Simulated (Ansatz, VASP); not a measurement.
**One calculation of NaHf, two programs**

```
Na Hf
1.0
     2.89312    0.00000    0.00000
     0.00000    2.89312    0.00000
     0.00000    0.00000    6.07321
Na Hf
1 1
Direct
  0.50000 0.50000 0.50000
  0.00000 0.00000 0.00000
```

Alike in both runs: functional PBE; k mesh 18 × 18 × 10; occupations gaussian, width 0.1 eV; no spin polarisation.

Ansatz relaxed the structure, and its values are those at the end. VASP's run is a single point on that final structure, the one shown.

|  | VASP | Ansatz |
| --- | --- | --- |
| version | VASP 6.6.1 | Ansatz 0.2.0 |
| potentials or method | VASP PAW PBE potentials, release 64 (Na_pv, Hf_pv), cutoff 520 eV | scalar-relativistic, plane waves, PAW |
| valence electrons in the cell | 17 | 35 |

VASP gave:

| Property | Result |
| --- | --- |
| gap on the k mesh at the Fermi level (eV) | none |
| pressure (GPa) | -0.4 |

**Question.** Estimate Ansatz's values.

**Answer.** gap on the k mesh at the Fermi level (eV): none; pressure (GPa): 0.0.

A gap of «none» marks a metal or a gap that the smearing closes. VASP's potentials hold 17 valence electrons a cell and Ansatz's 35, so a difference there can come from the potentials and not from the codes.

Neither program's run includes spin-orbit coupling.
